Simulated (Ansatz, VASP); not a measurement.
**BAs in VASP and in Ansatz**

POSCAR

```
BAs
1.0
    0.0000000000      2.4043183418      2.4043183418
    2.4043183418      0.0000000000      2.4043183418
    2.4043183418      2.4043183418      0.0000000000
As B
1 1
Direct
    0.7500000000      0.7500000000      0.7500000000
    0.0000000000      0.0000000000      0.0000000000
```

The input INCAR.step1:

```
ALGO = Normal
EDIFF = 1E-5
ENCUT = 520
GGA = PE
ISIF = 2
ISMEAR = -1
LASPH = True
LCHARG = False
LREAL = False
LWAVE = True
NBANDS = 11
NELM = 60
PREC = Accurate
SIGMA = 0.05
```

INCAR.step2

```
AEXX = 0.25
ALGO = Normal
EDIFF = 1E-7
ENCUT = 520
GGA = PS
HFSCREEN = 0.207
ISIF = 2
ISMEAR = -1
ISTART = 1
LASPH = True
LCHARG = False
LHFCALC = True
LREAL = False
LWAVE = False
NBANDS = 11
NELM = 60
PREC = Accurate
PRECFOCK = Normal
SIGMA = 0.05
```

Contents of KPOINTS:

```
k-points
0
Gamma
  5 5 5
```

File input.yaml:

```yaml
crystal:
  lattice:
    - [0.0, 2.4043183418, 2.4043183418]
    - [2.4043183418, 0.0, 2.4043183418]
    - [2.4043183418, 2.4043183418, 0.0]
  atoms:
    - { symbol: As, position: [0.75, 0.75, 0.75] }
    - { symbol: B, position: [0.0, 0.0, 0.0] }
hamiltonian:
  xc:
    exchange: hjs_pbesol
    correlation: pbesol
    exx: { coeff: 0.25, omega: 0.207 }
  pseudopotentials: { kind: paw }
kpoints:
  mp_grid: { grid: [5, 5, 5] }
scf:
  occupations: { method: fermi_dirac, width: 0.05 }
output:
  forces: true
  stress: true
  eigenvalues: true
  write_density: true
  write_potential: true
  elf: true
  volumetric_format: npy
```

Alike in both runs: task single point; functional PBEsol-based screened hybrid; k mesh 5 × 5 × 5; occupations fermi-dirac, width 0.05 eV; no spin polarisation.

|  | VASP | Ansatz |
| --- | --- | --- |
| version | VASP 6.6.1 | Ansatz 0.2.0 |
| potentials or method | VASP PAW PBE potentials, release 64 (As, B) | Ansatz PAW |
| plane-wave cutoff (eV) | 520 | 420 |
| valence electrons in the cell | 8 | 18 |

|  | VASP | Ansatz | Ansatz less VASP |
| --- | --- | --- | --- |
| gap on the k mesh at the Fermi level (eV) | 1.81 | 1.80 | -0.007 |
| least direct gap on the mesh (eV) | 4.07 | 4.08 | +0.003 |
| pressure (GPa) | -5.3 | -5.3 | -0.03 |

VASP's potentials were made for PBE, not for PBEsol-based screened hybrid. With one functional, cell and mesh, what is left measures potentials, basis and numerics. VASP's potentials hold 8 valence electrons a cell and Ansatz's 18, so a difference there can come from the potentials and not from the codes.

The k mesh is coarse, so the values compare programs but aren't converged. Noted on Ansatz's run: odd divisions of the mesh miss points on the zone boundary, where band edges often lie, so the gap on the mesh can be too wide.
